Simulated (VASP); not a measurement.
# Si16Ge (a cell with a defect) in VASP: further runs, part 2 of 3

VASP 6.6.1. Earlier steps stand in the parts before.

### Step 3. Single point, PBE

File INCAR:

```
PREC = Accurate ; ENCUT = 520
EDIFF = 1E-6 ; ISMEAR = -1
SIGMA = 0.05 ; LREAL = Auto
LASPH = T ; NELM = 60
ALGO = Normal ; ISIF = 2
LWAVE = F ; LCHARG = T
GGA = PE ; LELF = T
LVHAR = T ; NBANDS = 53
```

File KPOINTS:

```
regular mesh
0
Gamma
  2 2 2
```

File POSCAR:

```
Si16Ge
1.0
    0.0000000000      5.4300000000      5.4300000000
    5.4300000000      0.0000000000      5.4300000000
    5.4300000000      5.4300000000      0.0000000000
Si Ge
16 1
Direct
    0.0991528545     -0.0377900552     -0.0360589319
    0.0550736648      0.1999171271      0.1524585635
    0.1057274401     -0.1230018416      0.4737753223
    0.1922283610      0.0557642726      0.5883425414
   -0.1524217311      0.5435451197      0.0687200737
    0.1304604052      0.5957458564      0.0936464088
    0.0324033149      0.4281307551      0.4796777164
    0.0510220994      0.5115930018      0.7225690608
    0.3878453039      0.2532228361     -0.0072928177
    0.7325966851      0.1871639042      0.0777163904
    0.5740147330     -0.0329465930      0.3870349908
    0.7345580110      0.0769521179      0.4795488029
    0.4927255985      0.5243278085     -0.0166666667
    0.5467955801      0.7469613260      0.2939963168
    0.4553314917      0.3958471455      0.5408747698
    0.6278453039      0.5308655617      0.6323941068
    0.5243738490      0.8737476980      0.8404511971
```

Potentials or basis: VASP PAW PBE potentials, release 64 (Si, Ge_d).

The run is started by

```
> cat potpaw_PBE.64/Si/POTCAR potpaw_PBE.64/Ge_d/POTCAR > POTCAR
> mpirun -np 1 vasp_std > vasp.out
```

OUTCAR:

```text
PREC = Accurate
   ENCUT = 520
   EDIFF = 1E-6
   ISMEAR = -1
   LREAL = Auto
   LASPH = T
   NELM = 60
   ISIF = 2
   GGA = PE

 ion  position               nearest neighbor table
   1  0.099  0.962  0.964-   4 2.39   6 2.39  10 2.42   2 2.66  17 2.71
   2  0.055  0.200  0.152-   5 2.24   9 2.37   3 2.50  12 2.65   1 2.66  10 2.86   8 2.96   6 3.15

   3  0.106  0.877  0.474-   4 2.41  12 2.46   2 2.50   8 2.59  14 2.77
   4  0.192  0.056  0.588-   7 2.35   1 2.39   3 2.41  11 2.44
   5  0.848  0.544  0.069-   2 2.24   8 2.38  14 2.42   6 2.51
   6  0.130  0.596  0.094-  13 2.31   1 2.39   7 2.44   5 2.51   9 2.59   2 3.15
   7  0.032  0.428  0.480-   8 2.34   4 2.35   6 2.44  16 2.55
   8  0.051  0.512  0.723-   7 2.34   5 2.38  15 2.55   3 2.59   2 2.96
   9  0.388  0.253  0.993-   2 2.37  13 2.54   6 2.59  10 2.78  15 2.91  16 2.92
  10  0.733  0.187  0.078-  11 2.27  13 2.30   1 2.42  12 2.77   9 2.78   2 2.86
  11  0.574  0.967  0.387-  14 2.26  10 2.27  12 2.29   4 2.44  16 2.83
  12  0.735  0.077  0.480-  11 2.29  15 2.39   3 2.46  17 2.54   2 2.65  10 2.77
  13  0.493  0.524  0.983-  10 2.30   6 2.31  16 2.34  17 2.43   9 2.54
  14  0.547  0.747  0.294-  11 2.26   5 2.42  16 2.48  15 2.61   3 2.77
  15  0.455  0.396  0.541-  12 2.39  16 2.52   8 2.55  14 2.61   9 2.91
  16  0.628  0.531  0.632-  13 2.34  14 2.48  15 2.52   7 2.55  11 2.83   9 2.92
  17  0.524  0.874  0.840-  13 2.43  12 2.54   1 2.71

  LATTYP: Found a face centered cubic cell.
 ALAT       =    10.8600000000

  Lattice vectors:

 A1 = (   0.0000000000,   5.4300000000,   5.4300000000)
 A2 = (   5.4300000000,   0.0000000000,   5.4300000000)
 A3 = (   5.4300000000,   5.4300000000,   0.0000000000)

Analysis of symmetry for initial positions (statically):
=====================================================================
 Subroutine PRICEL returns:
 Original cell was already a primitive cell.

 Routine SETGRP: Setting up the symmetry group for a
 face centered cubic supercell.

 Subroutine GETGRP returns: Found  1 space group operations
 (whereof  1 operations were pure point group operations)
 out of a pool of 48 trial point group operations.

The static configuration has the point symmetry C_1 .

Analysis of symmetry for dynamics (positions and initial velocities):
=====================================================================
 Subroutine PRICEL returns:
 Original cell was already a primitive cell.

 Routine SETGRP: Setting up the symmetry group for a
 face centered cubic supercell.

 Subroutine GETGRP returns: Found  1 space group operations
 (whereof  1 operations were pure point group operations)
 out of a pool of 48 trial point group operations.

The dynamic configuration has the point symmetry C_1 .

 Subroutine INISYM returns: Found  1 space group operations
 (whereof  1 operations are pure point group operations),
 and found     1 'primitive' translations

----------------------------------------------------------------------------------------

                                     Primitive cell

  volume of cell :     320.2060

  direct lattice vectors                    reciprocal lattice vectors
     0.000000000  5.430000000  5.430000000    -0.092081031  0.092081031  0.092081031
     5.430000000  0.000000000  5.430000000     0.092081031 -0.092081031  0.092081031
     5.430000000  5.430000000  0.000000000     0.092081031  0.092081031 -0.092081031

  length of vectors
[... 70 lines left out ...]
  0.500000  0.000000  0.000000      1.000000
  0.000000  0.500000  0.000000      1.000000
  0.000000  0.000000  0.500000      1.000000
  0.500000  0.500000  0.500000      1.000000
  0.500000  0.500000  0.000000      1.000000
  0.000000  0.500000  0.500000      1.000000
  0.500000  0.000000  0.500000      1.000000
   k-points           NKPTS =      8   k-points in BZ     NKDIM =      8   number of bands    NBANDS=     53
   number of dos      NEDOS =    301   number of ions     NIONS =     17
   total plane-waves  NPLWV = 216000
   dimension x,y,z NGX =    60 NGY =   60 NGZ =   60
   dimension x,y,z NGXF=   120 NGYF=  120 NGZF=  120
   ions per type =              16   1
   NGX,Y,Z   is equivalent  to a cutoff of  12.99, 12.99, 12.99 a.u.
   NGXF,Y,Z  is equivalent  to a cutoff of  25.98, 25.98, 25.98 a.u.
 SYSTEM =  unknown system
   PREC   = accura    normal or accurate (medium, high low for compatibility)
   ISTART =      0    job   : 0-new  1-cont  2-samecut
   ICHARG =      2    charge: 1-file 2-atom 10-const
   ISPIN  =      1    spin polarized calculation?
   LNONCOLLINEAR =      F non collinear calculations
   LSORBIT =      F    spin-orbit coupling
   LASPH  =      T    aspherical Exc in radial PAW
   ENCUT  =  520.0 eV  38.22 Ry    6.18 a.u.  14.28 14.28 14.28*2*pi/ulx,y,z
   NELM   =     60;   NELMIN=  2; NELMDL= -5     # of ELM steps
   EDIFF  = 0.1E-05   stopping-criterion for ELM
   LREAL  =      T    real-space projection
   EDIFFG = 0.1E-04   stopping-criterion for IOM
   NSW    =      0    number of steps for IOM
[... 5 lines left out ...]
   TEBEG  =    0.0;   TEEND  =   0.0 temperature during run
   PSTRESS=    0.0 pullay stress
   NELECT =      78.0000    total number of electrons
   NUPDOWN=      -1.0000    fix difference up-down
   EMIN   =  10.00;   EMAX   =-10.00  energy-range for DOS
   EFERMI =   0.00;   METHOD = LEGACY
   ISMEAR =    -1;   SIGMA  =   0.05  broadening in eV -4-tet -1-fermi 0-gaus
   EFERMI_NEDOS =   21; number of points for ismear=-14 and -15
   IALGO  =     38    algorithm
   IMIX   =      4    mixing-type and parameters
     AMIX     =   0.40;   BMIX     =  1.00
     AMIX_MAG =   1.60;   BMIX_MAG =  1.00
  volume/ion in A,a.u.               =      18.84       127.11
  Fermi-wavevector in a.u.,A,eV,Ry     =   1.022421  1.932096 14.222785  1.045345
  Thomas-Fermi vector in A             =   2.156100
   LORBIT       =      0    0 simple, 1 ext, 2 COOP (PROOUT), +10 PAW based schemes
   GGA     = PE    functional components
   LHFCALC =     F    Hartree Fock is set to
   AEXX    =    0.0000 exact exchange contribution
   IVDW    =     0    specifies the selected vdW correction
   LEPSILON=     F    determine dielectric tensor
   LRPA    =     F    only Hartree local field effects (RPA)
 non-spin polarized calculation
  energy-cutoff  :      520.00
  volume of cell :      320.21
 maximum number of plane-waves:      8646
 NGX is ok and might be reduce to    60
   NGX = 29   NGY = 29   NGZ = 29

 number of electron      77.9999999 magnetization

 Free energy of the ion-electron system (eV)
  ---------------------------------------------------
  ext. energy  EPLUGINS =         0.00000000
  ---------------------------------------------------
  free energy    TOTEN  =       -82.68370231 eV

  energy without entropy =      -82.62443779  energy(sigma->0) =      -82.65407005

 E-fermi :   6.6168     XC(G=0):  -9.8971

 val. band max:        6.5553702054   @ k =   0.0000   0.0000   0.0000
 cond. band min:       6.6199919952   @ k =   0.5000   0.0000   0.5000
 fundamental gap:      0.0646217898
 Fermi energy:         6.6168335796

 k-point     1 :       0.0000    0.0000    0.0000
  band No.  band energies     occupation
      1     -17.9608      2.00000
      2     -17.9559      2.00000
      3     -17.9258      2.00000
      4     -17.9088      2.00000
      5     -17.8945      2.00000
      6      -6.1647      2.00000
[... 421 lines left out ...]
     50       9.5755      0.00000
     51       9.9863      0.00000
 [bands above 51 left out]

------------------------ aborting loop because EDIFF is reached ----------------------------------------

  FORCE on cell =-STRESS in cart. coord.  units (eV):
  Direction    XX          YY          ZZ          XY          YZ          ZX
  --------------------------------------------------------------------------------------
  -------------------------------------------------------------------------------------
  Total        0.9051693      1.5154373      0.7855851     -0.3181277     -3.1007084      5.2595892
  in kB        4.5290894      7.5826161      3.9307401     -1.5917784    -15.5146514     26.3167906
  external PRESSURE =       5.3474819 kB  Pullay stress =       0.0000000 kB

 VOLUME and BASIS-vectors are now :
 -----------------------------------------------------------------------------
  energy-cutoff  :      520.00
  volume of cell :      320.21
      direct lattice vectors                 reciprocal lattice vectors
     0.000000000  5.430000000  5.430000000    -0.092081031  0.092081031  0.092081031
     5.430000000  0.000000000  5.430000000     0.092081031 -0.092081031  0.092081031
     5.430000000  5.430000000  0.000000000     0.092081031  0.092081031 -0.092081031

 POSITION                                       TOTAL-FORCE (eV/Angst)
 -----------------------------------------------------------------------------------
     10.45900      5.77260      5.76320         0.280767      0.112676      0.606996
      1.91340      1.12690      1.38460        -1.502103      0.844772     -1.087850
      7.33470      3.14670      5.33620        -0.011027      0.099949      0.085023
      3.49750      4.23850      1.34660        -0.132604     -0.286990      0.127708
      3.32460      4.97550      7.55380         0.924117     -0.729971      0.787857
      3.74340      1.21690      3.94330         0.761239     -0.152521     -1.061019
[... 9 lines left out ...]
      6.31650      6.84310      6.29180        -1.008001      0.137721      0.379472
      9.30810      7.41100      7.59180         0.894121      0.403729      0.336695
 -----------------------------------------------------------------------------------
    total drift:                               -0.001330     -0.006039     -0.000747

  FREE ENERGIE OF THE ION-ELECTRON SYSTEM (eV)
  ---------------------------------------------------
  free  energy   TOTEN  =       -82.6837023073 eV

  energy  without entropy=      -82.6244377934  energy(sigma->0) =      -82.65407005
```

Run time: 2 min. Hardware: 1 thread of Intel Xeon 6975P-C (Granite Rapids), shared host; peak memory 0.49 GiB.

What came out:

| Quantity | Value |
| --- | --- |
| Free energy | -82.6837 eV |
| Pressure | 0.5 GPa |
| Largest force | 2.038 eV/Å |
| Band gap on the k mesh | zero (filled and empty bands touch) |

Forces in eV/Å, atoms in the order of the input:
```
Si   0.281  0.113  0.607
Si  -1.502  0.845 -1.088
Si  -0.011  0.100  0.085
Si  -0.133 -0.287  0.128
Si   0.924 -0.730  0.788
Si   0.761 -0.153 -1.061
Si   0.283 -0.827 -0.904
Si  -0.183  0.146  1.416
Si  -1.181  0.148  0.382
Si  -0.365 -0.422  0.605
Si   0.837  0.064 -1.615
Si   0.370  0.713  0.323
Si   0.037  0.256  0.685
Si  -1.078 -0.998 -1.335
Si   1.074  0.491  0.266
Si  -1.008  0.138  0.379
Ge   0.894  0.404  0.337
```

Caveat: the k points lie up to 0.50 Å⁻¹ apart.

### Step 4. Single point, PBE

File INCAR:

```
SYSTEM = Si16Ge
ALGO     = Normal         ! electronic algorithm
EDIFF    = 1E-6           ! SCF threshold, eV
ENCUT    = 520            ! plane-wave cutoff, eV
GGA      = PE             ! functional
ISIF     = 2              ! what is computed and relaxed
ISMEAR   = -1             ! smearing method
LASPH    = .True.         ! aspherical terms in the spheres
LCHARG   = .False.        ! write CHGCAR
LREAL    = Auto         
LWAVE    = .False.        ! write WAVECAR
NBANDS   = 53             ! bands
NELM     = 80             ! most SCF steps
PREC     = Accurate       ! precision mode
SIGMA    = 0.05           ! smearing width, eV
```

File KPOINTS:

```
k-points
0
Gamma
  2 2 2
  0 0 0
```

File POSCAR:

```
Si16Ge
1.0
    0.0000000000      5.4300000000      5.4300000000
    5.4300000000      0.0000000000      5.4300000000
    5.4300000000      5.4300000000      0.0000000000
Si Ge
16 1
Direct
    0.1089226519     -0.0912430939      0.0090147330
    0.1224493554      0.1180847145      0.1354327808
    0.0340331492     -0.0652486188      0.5059852670
    0.1877716390      0.0210681400      0.6445856354
   -0.1132412523      0.5483793738     -0.0776243094
    0.0735819521      0.5451657459      0.1312062615
    0.0223388582      0.4143462247      0.5011418048
    0.1754788214      0.5493830571      0.5686832413
    0.3941712707      0.2629189687     -0.0157734807
    0.7846593002      0.2583793738      0.0516206262
    0.5184254144     -0.0273572744      0.3513535912
    0.6763443831      0.0642081031      0.4845764273
    0.4422467772      0.5229465930      0.0386924494
    0.5005064457      0.7285174954      0.2529558011
    0.5301473297      0.3878453039      0.5341252302
    0.6318600368      0.5694290976      0.6634806630
    0.5149539595      0.8928913444      0.8989502762
```

Potentials or basis: VASP PAW PBE potentials, release 64 (Si, Ge_d).

The run is started by

```
> cat potpaw_PBE.64/Si/POTCAR potpaw_PBE.64/Ge_d/POTCAR > POTCAR
> mpirun -np 1 vasp_std > vasp.out
```

OUTCAR:

```text
SYSTEM = Si16Ge
   EDIFF = 1E-6
   ENCUT = 520
   GGA = PE
   ISIF = 2
   ISMEAR = -1
   LASPH = .True.
   LREAL = Auto
   NELM = 80
   PREC = Accurate

 ion  position               nearest neighbor table
   1  0.109  0.909  0.009-   4 2.31   2 2.32   6 2.58  10 2.63  17 2.75  13 2.78
   2  0.122  0.118  0.135-   1 2.32   9 2.35   3 2.36  10 2.55  17 2.80   5 2.91  14 3.07   6 3.09

   3  0.034  0.935  0.506-   2 2.36   4 2.39   8 2.46  12 2.47  14 3.09
   4  0.188  0.021  0.645-   1 2.31   3 2.39  11 2.41   7 2.49
   5  0.887  0.548  0.922-  10 2.31   8 2.50   6 2.62  17 2.77   2 2.91  14 3.01
[... 656 lines left out ...]
  Total       -3.9187788     -1.4055379      4.2415439      2.2388742      1.0690152     -0.3570048
  in kB      -19.6079344     -7.0327252     21.2229165     11.2023927      5.3489061     -1.7863029
  external PRESSURE =      -1.8059144 kB  Pullay stress =       0.0000000 kB

 VOLUME and BASIS-vectors are now :
 -----------------------------------------------------------------------------
  energy-cutoff  :      520.00
  volume of cell :      320.21
      direct lattice vectors                 reciprocal lattice vectors
     0.000000000  5.430000000  5.430000000    -0.092081031  0.092081031  0.092081031
     5.430000000  0.000000000  5.430000000     0.092081031 -0.092081031  0.092081031
     5.430000000  5.430000000  0.000000000     0.092081031  0.092081031 -0.092081031

 POSITION                                       TOTAL-FORCE (eV/Angst)
 -----------------------------------------------------------------------------------
      4.98350      0.64040      5.52600        -0.698394     -0.051861     -0.553819
      1.37660      1.40030      1.30610         0.481981     -0.064444      0.132307
      7.82320      2.93230      5.26050        -0.833461      0.059019     -0.615833
      3.61450      4.51970      1.13400        -0.246796     -1.420562      0.765881
      7.98620      9.82360      7.79280         0.227643      0.808677      0.898749
      3.67270      1.11200      3.35980        -0.150669     -0.531950      0.180974
[... 9 lines left out ...]
      6.69470      7.03370      6.52300        -0.965719     -0.691153     -0.026873
      9.72970      7.67750      7.64460        -0.682565     -0.846640      0.033921
 -----------------------------------------------------------------------------------
    total drift:                               -0.002772      0.001161      0.003682

  FREE ENERGIE OF THE ION-ELECTRON SYSTEM (eV)
  ---------------------------------------------------
  free  energy   TOTEN  =       -83.3106511796 eV

  energy  without entropy=      -83.2695553540  energy(sigma->0) =      -83.29010327
```

OSZICAR:

```text
N       E                     dE             d eps       ncg     rms          rms(c)
DAV:   1     0.395637461914E+03    0.39564E+03   -0.29590E+04  1018   0.159E+03
DAV:   2    -0.197499190018E+02   -0.41539E+03   -0.38650E+03   936   0.378E+02
DAV:   3    -0.812754480128E+02   -0.61526E+02   -0.58612E+02  1074   0.103E+02
DAV:   4    -0.844512336150E+02   -0.31758E+01   -0.31257E+01  1048   0.258E+01
DAV:   5    -0.845651601343E+02   -0.11393E+00   -0.11364E+00  1136   0.505E+00    0.122E+01
DAV:   6    -0.835552543761E+02    0.10099E+01   -0.13847E+00  1032   0.416E+00    0.704E+00
DAV:   7    -0.833140419182E+02    0.24121E+00   -0.10967E+00  1104   0.322E+00    0.144E+00
DAV:   8    -0.833095131606E+02    0.45288E-02   -0.13090E-01  1016   0.152E+00    0.635E-01
DAV:   9    -0.833102488359E+02   -0.73568E-03   -0.12113E-02  1048   0.431E-01    0.283E-01
DAV:  10    -0.833104519357E+02   -0.20310E-03   -0.14244E-03   992   0.146E-01    0.121E-01
DAV:  11    -0.833106370587E+02   -0.18512E-03   -0.33608E-04  1000   0.713E-02    0.296E-02
DAV:  12    -0.833106423610E+02   -0.53023E-05   -0.51903E-05  1040   0.282E-02    0.189E-02
DAV:  13    -0.833106510372E+02   -0.86762E-05   -0.17129E-05   944   0.143E-02    0.549E-03
DAV:  14    -0.833106511796E+02   -0.14243E-06   -0.61937E-07   696   0.407E-03
   1 F= -.83310651E+02 E0= -.83290103E+02  d E =-.410958E-01
```

stdout:

```text
POSCAR found type information on POSCAR SiGe
 POSCAR found :  2 types and      17 ions
 scaLAPACK will be used
 LDA part: xc-table for (Slater+PW92), standard interpolation
 POSCAR, INCAR and KPOINTS ok, starting setup
 FFT: planning ... GRIDC
 FFT: planning ... GRID_SOFT
 FFT: planning ... GRID
 WAVECAR not read
 entering main loop
```

It took 2 min on 1 thread of Intel Xeon 6975P-C (Granite Rapids), shared host; peak memory 0.5 GiB.

Results:

```
Free energy            : -83.3107 eV
Pressure               : -0.2 GPa
Largest force          : 1.731 eV/Å
Band gap on the k mesh : zero (bands 39 and 40 overlap by 0.24 eV)
```

Forces on the atoms (eV/Å):
```
Si  -0.698 -0.052 -0.554
Si   0.482 -0.064  0.132
Si  -0.833  0.059 -0.616
Si  -0.247 -1.421  0.766
Si   0.228  0.809  0.899
Si  -0.151 -0.532  0.181
Si  -0.120 -0.310 -1.196
Si   1.673 -0.228  0.381
Si  -0.429  0.214  0.321
Si   0.170  0.651 -0.756
Si   0.007  0.265 -0.782
Si  -0.593  0.493  0.535
Si   0.466  0.126  0.413
Si   0.506  0.958 -0.441
Si   1.188  0.570  0.708
Si  -0.966 -0.691 -0.027
Ge  -0.683 -0.847  0.034
```

Caveat: the k points lie up to 0.50 Å⁻¹ apart.

(Part 2 of 3 ends here.)

The gap in the log of VASP goes by the Fermi energy; the results here count the filled bands.